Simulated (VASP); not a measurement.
# SiC (zincblende type) (F-43m) in VASP: notebook

SiC (zincblende type) is run at these levels: PBE; tasks: single point.

Everything below comes from runs of VASP 6.6.1. Logs are shortened: lines on timing, memory, paths and dates and some standing lists are left out, and cuts for length are marked.

## Step 1: The cell of the first run

The structure is cubic, space group F-43m (No. 216). Conventional cell: a = 3.925 Å, b = 3.925 Å, c = 3.925 Å, α = 90.00°, β = 90.00°, γ = 90.00°. Within 2.3 Å of Si (site symmetry -43m) lie 4 C at 1.70 Å. Within 2.3 Å of C (site symmetry -43m) lie 4 Si at 1.70 Å.

## Step 2: Single point, PBE (volume scaled by 0.72)

File INCAR:

```
PREC = Accurate ; ENCUT = 520
EDIFF = 1E-6 ; ISMEAR = -1
SIGMA = 0.05 ; LREAL = False
LASPH = True ; NELM = 80
ALGO = Normal ; ISIF = 2
LWAVE = False ; LCHARG = True
GGA = PE ; LELF = True
LVHAR = True ; NBANDS = 11
```

File KPOINTS:

```
Automatic mesh
0
Gamma
  15 15 15
```

File POSCAR:

```
SiC
1.0
    0.0000000000      1.9627274946      1.9627274946
    1.9627274946      0.0000000000      1.9627274946
    1.9627274946      1.9627274946      0.0000000000
Si C
1 1
Direct
    0.0000000000      0.0000000000      0.0000000000
    0.2500000000      0.2500000000      0.2500000000
```

Potentials or basis: VASP PAW PBE potentials, release 64 (Si, C).

Launch:

```bash
cat potpaw_PBE.64/Si/POTCAR potpaw_PBE.64/C/POTCAR > POTCAR
mpirun -np 1 vasp_std > vasp.out
```

OUTCAR:

```text
PREC = Accurate
   ENCUT = 520
   EDIFF = 1E-6
   ISMEAR = -1
   LREAL = False
   LASPH = True
   NELM = 80
   ISIF = 2
   GGA = PE

 ion  position               nearest neighbor table
   1  0.000  0.000  0.000-   2 1.70   2 1.70   2 1.70   2 1.70
   2  0.250  0.250  0.250-   1 1.70   1 1.70   1 1.70   1 1.70

  LATTYP: Found a face centered cubic cell.
 ALAT       =     3.9254549892

  Lattice vectors:

 A1 = (   0.0000000000,   1.9627274946,   1.9627274946)
 A2 = (   1.9627274946,   0.0000000000,   1.9627274946)
 A3 = (   1.9627274946,   1.9627274946,   0.0000000000)

Analysis of symmetry for initial positions (statically):
=====================================================================
 Subroutine PRICEL returns:
 Original cell was already a primitive cell.

 Routine SETGRP: Setting up the symmetry group for a
 face centered cubic supercell.

 Subroutine GETGRP returns: Found 24 space group operations
 (whereof 24 operations were pure point group operations)
 out of a pool of 48 trial point group operations.

The static configuration has the point symmetry T_d .

Analysis of symmetry for dynamics (positions and initial velocities):
=====================================================================
 Subroutine PRICEL returns:
 Original cell was already a primitive cell.

 Routine SETGRP: Setting up the symmetry group for a
 face centered cubic supercell.

 Subroutine GETGRP returns: Found 24 space group operations
 (whereof 24 operations were pure point group operations)
 out of a pool of 48 trial point group operations.

The dynamic configuration has the point symmetry T_d .

 Subroutine INISYM returns: Found 24 space group operations
 (whereof 24 operations are pure point group operations),
 and found     1 'primitive' translations

----------------------------------------------------------------------------------------

                                     Primitive cell

  volume of cell :      15.1220

  direct lattice vectors                    reciprocal lattice vectors
     0.000000000  1.962727495  1.962727495    -0.254747540  0.254747540  0.254747540
     1.962727495  0.000000000  1.962727495     0.254747540 -0.254747540  0.254747540
     1.962727495  1.962727495  0.000000000     0.254747540  0.254747540 -0.254747540

  length of vectors
     2.775715842  2.775715842  2.775715842     0.441235682  0.441235682  0.441235682

  position of ions in fractional coordinates (direct lattice)
     0.000000000  0.000000000  0.000000000
     0.250000000  0.250000000  0.250000000

  ion indices of the primitive-cell ions
   primitive index   ion index
                 1           1
                 2           2

----------------------------------------------------------------------------------------

 KPOINTS: Automatic mesh

Automatic generation of k-mesh.
 Grid dimensions read from file:
 generate k-points for:   15   15   15

 Generating k-lattice:

  Cartesian coordinates                     Fractional coordinates (reciprocal lattice)
    -0.016983169  0.016983169  0.016983169     0.066666667  0.000000000  0.000000000
     0.016983169 -0.016983169  0.016983169     0.000000000  0.066666667  0.000000000
     0.016983169  0.016983169 -0.016983169     0.000000000  0.000000000  0.066666667

  Length of vectors
     0.029415712  0.029415712  0.029415712

  Shift w.r.t. Gamma in fractional coordinates (k-lattice)
     0.000000000  0.000000000  0.000000000

 Subroutine IBZKPT returns following result:
 ===========================================

 Found    120 irreducible k-points:

 Following reciprocal coordinates:
            Coordinates               Weight
  0.000000  0.000000  0.000000      1.000000
  0.066667  0.000000  0.000000      8.000000
  0.133333  0.000000  0.000000      8.000000
  0.200000  0.000000  0.000000      8.000000
  0.266667  0.000000  0.000000      8.000000
  0.333333  0.000000  0.000000      8.000000
[... 16 lines left out ...]
  0.133333  0.133333  0.000000      6.000000
  0.200000  0.133333  0.000000     24.000000
 [... further k-points ...]
   k-points           NKPTS =    120   k-points in BZ     NKDIM =    120   number of bands    NBANDS=     11
   number of dos      NEDOS =    301   number of ions     NIONS =      2
   total plane-waves  NPLWV =  13824
   dimension x,y,z NGX =    24 NGY =   24 NGZ =   24
   dimension x,y,z NGXF=    48 NGYF=   48 NGZF=   48
   ions per type =               1   1
   NGX,Y,Z   is equivalent  to a cutoff of  14.37, 14.37, 14.37 a.u.
   NGXF,Y,Z  is equivalent  to a cutoff of  28.75, 28.75, 28.75 a.u.
 SYSTEM =  unknown system
   PREC   = accura    normal or accurate (medium, high low for compatibility)
   ISTART =      0    job   : 0-new  1-cont  2-samecut
   ICHARG =      2    charge: 1-file 2-atom 10-const
   ISPIN  =      1    spin polarized calculation?
   LNONCOLLINEAR =      F non collinear calculations
   LSORBIT =      F    spin-orbit coupling
   LASPH  =      T    aspherical Exc in radial PAW
   ENCUT  =  520.0 eV  38.22 Ry    6.18 a.u.   5.16  5.16  5.16*2*pi/ulx,y,z
   NELM   =     80;   NELMIN=  2; NELMDL= -5     # of ELM steps
   EDIFF  = 0.1E-05   stopping-criterion for ELM
   LREAL  =      F    real-space projection
   EDIFFG = 0.1E-04   stopping-criterion for IOM
   NSW    =      0    number of steps for IOM
   IBRION =     -1    ionic relax: 0-MD 1-quasi-New 2-CG
   NFREE  =      0    steps in history (QN), initial steepest desc. (CG)
   ISIF   =      2    stress and relaxation
   ISYM   =      2    0-nonsym 1-usesym 2-fastsym
   POTIM  = 0.5000    time-step for ionic-motion
   TEBEG  =    0.0;   TEEND  =   0.0 temperature during run
   PSTRESS=    0.0 pullay stress
   NELECT =       8.0000    total number of electrons
   NUPDOWN=      -1.0000    fix difference up-down
   EMIN   =  10.00;   EMAX   =-10.00  energy-range for DOS
   EFERMI =   0.00;   METHOD = LEGACY
   ISMEAR =    -1;   SIGMA  =   0.05  broadening in eV -4-tet -1-fermi 0-gaus
   EFERMI_NEDOS =   21; number of points for ismear=-14 and -15
   IALGO  =     38    algorithm
   IMIX   =      4    mixing-type and parameters
     AMIX     =   0.40;   BMIX     =  1.00
     AMIX_MAG =   1.60;   BMIX_MAG =  1.00
  volume/ion in A,a.u.               =       7.56        51.02
  Fermi-wavevector in a.u.,A,eV,Ry     =   1.324041  2.502075 23.852170  1.753085
  Thomas-Fermi vector in A             =   2.453605
   LORBIT       =      0    0 simple, 1 ext, 2 COOP (PROOUT), +10 PAW based schemes
   GGA     = PE    functional components
   LHFCALC =     F    Hartree Fock is set to
   AEXX    =    0.0000 exact exchange contribution
   IVDW    =     0    specifies the selected vdW correction
   LEPSILON=     F    determine dielectric tensor
   LRPA    =     F    only Hartree local field effects (RPA)
 non-spin polarized calculation
  energy-cutoff  :      520.00
  volume of cell :       15.12
 maximum number of plane-waves:       419
 NGX is ok and might be reduce to    24
   NGX = 11   NGY = 11   NGZ = 11

 number of electron       8.0000000 magnetization

 Free energy of the ion-electron system (eV)
  ---------------------------------------------------
  ext. energy  EPLUGINS =         0.00000000
  ---------------------------------------------------
  free energy    TOTEN  =       -13.22370983 eV

  energy without entropy =      -13.22370962  energy(sigma->0) =      -13.22370973

 E-fermi :  12.6017     XC(G=0): -12.7817

 val. band max:       12.0302304230   @ k =  -0.0667   0.0667   0.0000
 cond. band min:      13.0998585801   @ k =   0.4667   0.4667   0.0000
 fundamental gap:      1.0696281571
 Fermi energy:        12.6017254099

 k-point     1 :       0.0000    0.0000    0.0000
  band No.  band energies     occupation
      1      -6.0412      2.00000
      2      12.0264      1.99998
      3      12.0264      1.99998
      4      12.0264      1.99998
      5      21.9082      0.00000
      6      21.9082      0.00000
      7      21.9082      0.00000
      8      22.0735      0.00000
      9      28.5720      0.00000
     10      28.5720      0.00000
     11      32.1061      0.00000

 k-point     2 :       0.0667    0.0000    0.0000
  band No.  band energies     occupation
      1      -5.9308      2.00000
      2      11.5232      2.00000
      3      11.9642      1.99999
      4      11.9642      1.99999
      5      21.6947      0.00000
      6      22.0509      0.00000
      7      22.0509      0.00000
      8      22.5322      0.00000
      9      27.8688      0.00000
     10      27.8688      0.00000
     11      31.5383      0.00000

 k-point     3 :       0.1333    0.0000    0.0000
  band No.  band energies     occupation
      1      -5.6009      2.00000
      2      10.2300      2.00000
      3      11.7990      2.00000
      4      11.7990      2.00000
      5      21.4328      0.00000
      6      22.3485      0.00000
      7      22.3485      0.00000
      8      23.3239      0.00000
      9      26.8943      0.00000
     10      26.8943      0.00000
     11      30.8068      0.00000

 k-point     4 :       0.2000    0.0000    0.0000
  band No.  band energies     occupation
      1      -5.0564      2.00000
      2       8.5211      2.00000
      3      11.5797      2.00000
      4      11.5797      2.00000
      5      21.1533      0.00000
      6      22.3997      0.00000
      7      22.3997      0.00000
      8      24.0345      0.00000
      9      26.6527      0.00000
     10      26.6527      0.00000
     11      30.4393      0.00000

 k-point     5 :       0.2667    0.0000    0.0000
  band No.  band energies     occupation
      1      -4.3068      2.00000
      2       6.6622      2.00000
      3      11.3565      2.00000
      4      11.3565      2.00000
      5      20.9040      0.00000
      6      21.9782      0.00000
      7      21.9782      0.00000
      8      24.3498      0.00000
      9      27.4469      0.00000
     10      27.4469      0.00000
     11      30.6466      0.00000
[... 211 lines left out ...]
 k-point    21 :      -0.1333    0.0667    0.0000
  band No.  band energies     occupation
      1      -5.3458      2.00000
      2       9.6592      2.00000
      3      11.0836      2.00000
      4      11.9540      2.00000
      5      21.3900      0.00000
      6      22.2882      0.00000
      7      22.6504      0.00000
      8      23.5217      0.00000
      9      25.5989      0.00000
     10      27.6840      0.00000
     11      31.5352      0.00000

 k-point    22 :      -0.0667    0.0667    0.0000
  band No.  band energies     occupation
      1      -5.7472      2.00000
      2      10.9672      2.00000
      3      11.4974      2.00000
      4      12.0302      1.99998
      5      21.5517      0.00000
      6      22.0947      0.00000
      7      22.3695      0.00000
      8      23.0210      0.00000
      9      26.5382      0.00000
     10      27.8366      0.00000
     11      32.0829      0.00000

 k-point    23 :       0.1333    0.1333    0.0000
  band No.  band energies     occupation
      1      -5.4544      2.00000
      2      10.8725      2.00000
      3      11.1259      2.00000
      4      11.1259      2.00000
      5      20.2966      0.00000
      6      22.3941      0.00000
      7      23.3419      0.00000
      8      23.3419      0.00000
      9      25.3156      0.00000
     10      29.2246      0.00000
     11      33.2382      0.00000

 k-point    24 :       0.2000    0.1333    0.0000
  band No.  band energies     occupation
      1      -5.0548      2.00000
      2       9.6593      2.00000
      3      10.7660      2.00000
      4      11.0879      2.00000
      5      19.7254      0.00000
      6      21.8525      0.00000
      7      23.6439      0.00000
      8      23.8738      0.00000
      9      25.8911      0.00000
     10      29.2236      0.00000
     11      32.8862      0.00000

 [... further k-points ...]

------------------------ aborting loop because EDIFF is reached ----------------------------------------

  FORCE on cell =-STRESS in cart. coord.  units (eV):
  Direction    XX          YY          ZZ          XY          YZ          ZX
  --------------------------------------------------------------------------------------
  -------------------------------------------------------------------------------------
  Total       12.2685545     12.2685545     12.2685545      0.0000000      0.0000000      0.0000000
  in kB     1299.8521724   1299.8521724   1299.8521724      0.0000000      0.0000000      0.0000000
  external PRESSURE =    1299.8521724 kB  Pullay stress =       0.0000000 kB

 VOLUME and BASIS-vectors are now :
 -----------------------------------------------------------------------------
  energy-cutoff  :      520.00
  volume of cell :       15.12
      direct lattice vectors                 reciprocal lattice vectors
     0.000000000  1.962727495  1.962727495    -0.254747540  0.254747540  0.254747540
     1.962727495  0.000000000  1.962727495     0.254747540 -0.254747540  0.254747540
     1.962727495  1.962727495  0.000000000     0.254747540  0.254747540 -0.254747540

 POSITION                                       TOTAL-FORCE (eV/Angst)
 -----------------------------------------------------------------------------------
      0.00000      0.00000      0.00000        -0.000000     -0.000000     -0.000000
      0.98136      0.98136      0.98136         0.000000      0.000000      0.000000
 -----------------------------------------------------------------------------------
    total drift:                               -0.000000     -0.000000     -0.000000

  FREE ENERGIE OF THE ION-ELECTRON SYSTEM (eV)
  ---------------------------------------------------
  free  energy   TOTEN  =       -13.2237098269 eV

  energy  without entropy=      -13.2237096233  energy(sigma->0) =      -13.22370973
```

It took 9.3 s on 1 thread of Intel Xeon Platinum 8488C (Sapphire Rapids), shared host; peak memory 0.14 GiB.

Results:

```yaml
Free_energy: -13.2237 eV
Pressure: 130.0 GPa
Band_gap_on_the_k_mesh: 1.07 eV, indirect (least direct gap 4.81 eV)
```

 A k mesh can miss the band edges.

## Step 3: Single point, PBE (volume scaled by 0.8)

File INCAR:

```
ALGO = Normal ; EDIFF = 1E-6
ENCUT = 520 ; GGA = PE
ISIF = 2 ; ISMEAR = -1
LASPH = T ; LCHARG = F
LREAL = F ; LWAVE = F
NBANDS = 11 ; NELM = 60
PREC = Accurate ; SIGMA = 0.05
```

File KPOINTS:

```
k-points
0
Gamma
  15 15 15
```

File POSCAR:

```
SiC
1.0
    0.0000000000      2.0328835572      2.0328835572
    2.0328835572      0.0000000000      2.0328835572
    2.0328835572      2.0328835572      0.0000000000
Si C
1 1
Direct
    0.0000000000      0.0000000000      0.0000000000
    0.2500000000      0.2500000000      0.2500000000
```

Potentials or basis: VASP PAW PBE potentials, release 64 (Si, C).

Launch:

```bash
cat potpaw_PBE.64/Si/POTCAR potpaw_PBE.64/C/POTCAR > POTCAR
mpirun -np 1 vasp_std > vasp.out
```

It took 11 s on 1 thread of Intel Xeon Platinum 8488C (Sapphire Rapids), shared host; peak memory 0.14 GiB.

Results (log left out):

| Property | Result |
| --- | --- |
| Free energy | -14.2651 eV |
| Pressure | 72.6 GPa |
| Band gap on the k mesh | 1.20 eV, indirect (least direct gap 4.75 eV) |

Levels at points of the mesh, in eV from the valence-band top:
| k point | band 1 | band 2 | band 3 | band 4 | band 5 | band 6 | band 7 | band 8 | band 9 |
| --- | --- | --- | --- | --- | --- | --- | --- | --- | --- |
| (0.00, 0.00, 0.00) | -17.13 | 0.00 | 0.00 | 0.00 | 8.73 | 8.92 | 8.92 | 8.92 | 15.81 |

## Step 4: Single point, PBE (volume scaled by 0.8)

File INCAR:

```
SYSTEM = SiC
ALGO     = Normal         ! electronic algorithm
EDIFF    = 1E-6           ! SCF threshold, eV
ENCUT    = 520            ! plane-wave cutoff, eV
GGA      = PE             ! functional
ISIF     = 2              ! what is computed and relaxed
ISMEAR   = -1             ! smearing method
LASPH    = .TRUE.         ! aspherical terms in the spheres
LCHARG   = .FALSE.        ! write CHGCAR
LREAL    = .FALSE.        ! projectors in reciprocal space
LWAVE    = .FALSE.        ! write WAVECAR
NBANDS   = 11             ! bands
NELM     = 60             ! most SCF steps
PREC     = Accurate       ! precision mode
SIGMA    = 0.05           ! smearing width, eV
```

File KPOINTS:

```
k-points
0
G
  15 15 15
  0 0 0
```

POSCAR is that of step 3.

Launch:

```bash
cat potpaw_PBE.64/Si/POTCAR potpaw_PBE.64/C/POTCAR > POTCAR
mpirun -np 1 vasp_std > vasp.out
```

Wall time 10 s (1 thread of Intel Xeon Platinum 8488C (Sapphire Rapids), shared host); peak memory 0.14 GiB.

Results (log left out):

| Quantity | Value |
| --- | --- |
| Free energy | -14.2651 eV |
| Pressure | 72.6 GPa |
| Band gap on the k mesh | 1.20 eV, indirect (least direct gap 4.75 eV) |

Levels at points of the mesh, in eV from the valence-band top:
| k point | band 1 | band 2 | band 3 | band 4 | band 5 | band 6 | band 7 | band 8 |
| --- | --- | --- | --- | --- | --- | --- | --- | --- |
| (0.00, 0.00, 0.00) | -17.13 | 0.00 | 0.00 | 0.00 | 8.73 | 8.92 | 8.92 | 8.92 |

 A k mesh can miss the band edges.

## Step 5: Single point, PBE (volume scaled by 0.88)

File INCAR:

```
SYSTEM = SiC
PREC = Accurate
ENCUT = 520
EDIFF = 1E-7
ISMEAR = -1
SIGMA = 0.05
LREAL = .FALSE.
LASPH = .TRUE.
NELM = 60
ALGO = Normal
ISIF = 2
LWAVE = .FALSE.
LCHARG = .TRUE.
GGA = PE
LELF = .TRUE.
LVHAR = .TRUE.
NBANDS = 11
```

File KPOINTS:

```
Automatic mesh
0
G
  15 15 15
  0 0 0
```

File POSCAR:

```
SiC
1.0
    0.0000000000      2.0985052732      2.0985052732
    2.0985052732      0.0000000000      2.0985052732
    2.0985052732      2.0985052732      0.0000000000
Si C
1 1
Direct
    0.0000000000      0.0000000000      0.0000000000
    0.2500000000      0.2500000000      0.2500000000
```

Launch:

```bash
cat potpaw_PBE.64/Si/POTCAR potpaw_PBE.64/C/POTCAR > POTCAR
mpirun -np 1 vasp_std > vasp.out
```

Run time: 11 s. Hardware: 1 thread of Intel Xeon Platinum 8488C (Sapphire Rapids), shared host; peak memory 0.15 GiB.

It converged, with:

* Free energy: -14.8146 eV
* Pressure: 34.7 GPa
* Band gap on the k mesh: 1.30 eV, indirect (least direct gap 4.68 eV)

Levels at points of the mesh, in eV from the valence-band top:
```tsv
k point	band 2	band 3	band 4	band 5	band 6	band 7
(0.00, 0.00, 0.00)	0.00	0.00	0.00	7.57	8.14	8.14
```

 A k mesh can miss the band edges.

## Step 6: Single point, PBE (volume scaled by 0.88)

File INCAR:

```
PREC = Accurate
ENCUT = 520
EDIFF = 1E-7
ISMEAR = -1
SIGMA = 0.05
LREAL = F
LASPH = T
NELM = 100
ALGO = Normal
ISIF = 2
LWAVE = F
LCHARG = F
GGA = PE
NBANDS = 11
```

File KPOINTS:

```
Automatic mesh
0
Gamma
  15 15 15
```

POSCAR is that of step 5.

Potentials or basis: VASP PAW PBE potentials, release 64 (Si, C).

Launch:

```bash
cat potpaw_PBE.64/Si/POTCAR potpaw_PBE.64/C/POTCAR > POTCAR
mpirun -np 1 vasp_std > vasp.out
```

Run time: 12 s. Hardware: 1 thread of Intel Xeon Platinum 8488C (Sapphire Rapids), shared host; peak memory 0.14 GiB.

It converged, with:

| Quantity | Value |
| --- | --- |
| Free energy | -14.8146 eV |
| Pressure | 34.7 GPa |
| Band gap on the k mesh | 1.30 eV, indirect (least direct gap 4.68 eV) |

Levels at points of the mesh, in eV from the valence-band top:
```csv
k point,band 1,band 2,band 3,band 4,band 5,band 6,band 7,band 8,band 9
"(0.00, 0.00, 0.00)",-16.32,0.00,0.00,0.00,7.57,8.14,8.14,8.14,15.19
```

 A k mesh can miss the band edges.

## Step 7: The runs side by side

```tsv
cell	gap on the mesh (eV)	pressure (GPa)
a = 2.776 Å, angles 60.0°, 2 atoms	1.07	130.0
a = 2.875 Å, angles 60.0°, 2 atoms	1.20	72.6
a = 2.968 Å, angles 60.0°, 2 atoms	1.30	34.7
```

Alike in all rows: task single point; level PBE; potentials or basis VASP PAW PBE potentials, release 64 (Si, C); no spin polarisation; k mesh 15 × 15 × 15; cutoff (eV) 520; smearing fermi-dirac 0.05 eV.

Absolute energies hang on the potentials; compare differences alone.
